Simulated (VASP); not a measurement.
The system is BN.

```xyz
4
Lattice="2.5539 0.0000 0.0000 -1.2770 2.2118 0.0000 0.0000 0.0000 4.2269" Properties=species:S:1:pos:R:3 pbc="T T T"
B     1.2770    0.7373    4.2257
B     0.0000    1.4745    2.1123
N     1.2770    0.7373    2.6430
N     0.0000    1.4745    0.5295
```

Base run:

| Item | Value |
| --- | --- |
| Program | VASP 6.6.1 |
| Functional | PBE |
| Potentials or basis | VASP PAW PBE potentials, release 64 (B, N) |
| Cutoff | 520 eV |
| k mesh | 9 × 9 × 4 |
| Occupations | gaussian, width 0.1 eV |
| Spin | no spin polarisation |

Its results: band gap on the k mesh 5.20 eV, indirect (least direct gap 8.22 eV); pressure 0.2 GPa; largest force 0.015 eV/Å.

Problem. The run is repeated on the same cell with these changes: cutoff from 520 eV to 600 eV; k mesh from 9 × 9 × 4 to 5 × 5 × 3. What comes out?

Solution. Band gap on the k mesh 5.97 eV, indirect (least direct gap 8.30 eV); pressure 0.0 GPa; largest force 0.027 eV/Å.

Caveats: some runs use coarse meshes.

A k mesh can miss the band edges.
